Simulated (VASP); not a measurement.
Runs of VASP 6.6.1 on Mn. The structure is that of space group P6/mmm (No. 191), or close to it. The cells are those of the table. This isn't the form of Mn at room conditions, which is a 58-atom cubic cell.

| task | cell | k mesh | cutoff (eV) | gap on the mesh (eV) | pressure (GPa) |
| --- | --- | --- | --- | --- | --- |
| single point | a = 3.714, b = 3.714, c = 2.337 Å, angles 90.0, 90.0, 120.0°, 3 atoms | 11 × 11 × 15 | 520 | none | 33.4 |
| single point | a = 3.965, b = 3.965, c = 2.495 Å, angles 90.0, 90.0, 120.0°, 3 atoms | 11 × 11 × 15 | 520 | none | -28.2 |
| single point | a = 3.659, b = 3.659, c = 2.302 Å, angles 90.0, 90.0, 120.0°, 3 atoms | 11 × 11 × 15 | 520 | none | 56.0 |
| single point | a = 3.818, b = 3.818, c = 2.402 Å, angles 90.0, 90.0, 120.0°, 3 atoms | 9 × 9 × 13 | 520 | none | (a) |
| single point | a = 3.918, b = 3.918, c = 2.465 Å, angles 90.0, 90.0, 120.0°, 3 atoms | 11 × 11 × 15 | 520 | none | -20.7 |
| single point | a = 3.869, b = 3.869, c = 2.434 Å, angles 90.0, 90.0, 120.0°, 3 atoms | 11 × 11 × 15 | 520 | none | -11.2 |
| single point | a = 3.767, b = 3.767, c = 2.370 Å, angles 90.0, 90.0, 120.0°, 3 atoms | 11 × 11 × 15 | 520 | none | (b) |
| relaxation of cell and atoms | relaxed from a = 4.049, b = 4.049, c = 2.482 Å, angles 90.0, 90.0, 120.0°, 3 atoms | 9 × 9 × 13 | 600 | - | 0.0 |

Alike in all rows: level LDA; potentials or basis VASP PAW LDA potentials, release 64 (Mn_pv); no spin polarisation; smearing fermi-dirac 0.1 eV.

Fill in the values left out.

(a) 0.6; (b) 15.3.

Caveats: the run has no spin polarisation, though such a crystal can be magnetic; the cell stands under pressure (at least some runs); the cell stands under tension (at least some runs); the highest band is partly filled, so the run has too few bands (at least some runs).

A gap of «none» marks levels without a gap at the run's occupations.
